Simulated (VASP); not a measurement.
A run of VASP 6.6.1:

The input INCAR:

```
  PREC = Accurate
  ENCUT = 500
  EDIFF = 1E-6
  ISMEAR = 0
  SIGMA = 0.01
  LREAL = F
  LASPH = T
  NELM = 120
  ALGO = Normal
  ISIF = 2
  LWAVE = F
  LCHARG = T
  GGA = PE
  LELF = T
  LVHAR = T
  NBANDS = 15
  GGA_COMPAT = F
```

The input KPOINTS:

```
regular mesh
0
Gamma
  5 5 5
```

Contents of POSCAR:

```
CsI
1.0
    4.6853682934      0.0000000000      0.0000000000
    0.0000000000      4.6853682934      0.0000000000
    0.0000000000      0.0000000000      4.6853682934
Cs I
1 1
Direct
    0.0000000000      0.0000000000      0.0000000000
    0.5000000000      0.5000000000      0.5000000000
```

Potentials or basis: VASP PAW PBE potentials, release 64 (Cs_sv, I).

Run with:

```sh
$ cat potpaw_PBE.64/Cs_sv/POTCAR potpaw_PBE.64/I/POTCAR > POTCAR
$ mpirun -np 1 vasp_std > vasp.out
```

Hardware: 1 thread of Intel(R) Xeon(R) Platinum 8259CL CPU @ 2.50GHz (Skylake/Cascade Lake), on a shared host.

Problem. How long does it take, and how much memory?

Solution. It took 13 s on 1 thread of Intel(R) Xeon(R) Platinum 8259CL CPU @ 2.50GHz (Skylake/Cascade Lake), on a shared host, peak memory 0.2 GiB. Counts: scf iterations 13, k points 10.
